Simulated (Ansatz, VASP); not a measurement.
# TiC: VASP beside Ansatz

```
Ti C
1.0
     0.00000    2.16400    2.12072
     2.16400    0.00000    2.12072
     2.16400    2.16400    0.00000
Ti C
1 1
Cartesian
  0.0000 0.0000 0.0000
  2.1640 2.1640 2.1207
```

Change from the starting cell: zz strain of -2 %.

Alike in both runs: task single point; functional PBEsol; k mesh 14 × 14 × 14; occupations fermi-dirac, width 0.03 eV; no spin polarisation.

|  | VASP | Ansatz |
| --- | --- | --- |
| version | VASP 6.6.1 | Ansatz 0.2.0 |
| potentials or method | VASP PAW PBE potentials, release 64 (Ti_sv, C), cutoff 520 eV | all-electron LAPW, scalar-relativistic |

```tsv
	VASP	Ansatz	Ansatz less VASP
pressure (GPa)	-0.6	-0.9	-0.29
traceless stress, the component that is largest in VASP (GPa)	5.83	5.81	-0.019
```

VASP's potentials were made for PBE, not for PBEsol. Ansatz ran all-electron here, and VASP with PAW potentials.
